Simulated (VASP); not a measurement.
Here is a VASP 6.6.1 calculation.

INCAR

```
SYSTEM = N
  PREC = Accurate
  ENCUT = 520
  EDIFF = 1E-7
  ISMEAR = -1
  SIGMA = 0.05
  LREAL = .FALSE.
  LASPH = .TRUE.
  NELM = 100
  ALGO = Normal
  ISIF = 2
  LWAVE = .FALSE.
  LCHARG = .FALSE.
  GGA = PE
  NBANDS = 18
```

KPOINTS

```
regular mesh
0
G
  7 7 4
  0 0 0
```

Contents of POSCAR:

```
N
1.0
    4.1109119496      0.0000000000      0.0000000000
   -2.0554559748      3.5601541811      0.0000000000
    0.0000000000      0.0000000000      6.9113161797
N
4
Direct
    0.6666666667      0.3333333333      0.6710699600
    0.6666666667      0.3333333333      0.8289300400
    0.3333333333      0.6666666667      0.1710699600
    0.3333333333      0.6666666667      0.3289300400
```

Potentials or basis: VASP PAW PBE potentials, release 64 (N).

Launch:

```sh
$ cat potpaw_PBE.64/N/POTCAR > POTCAR
$ mpirun -np 1 vasp_std > vasp.out
```

Task: Predict the band gap on the k mesh.

Result: 7.12 eV, indirect (least direct gap 7.43 eV).

Task: Predict the largest force.

Result: 3.631 eV/Å.

Task: Estimate the pressure.

Result: 4.3 GPa.

Stress tensor (GPa, compression positive):
```
 0.13  0.00  0.00
 0.00  0.13  0.00
 0.00  0.00 12.73
```

Caveat: the standard files for N, O and F lose accuracy on very short bonds; forces of over 1 eV/Å act on the atoms, so gaps and moduli don't describe the material at rest. A k mesh can miss the band edges.
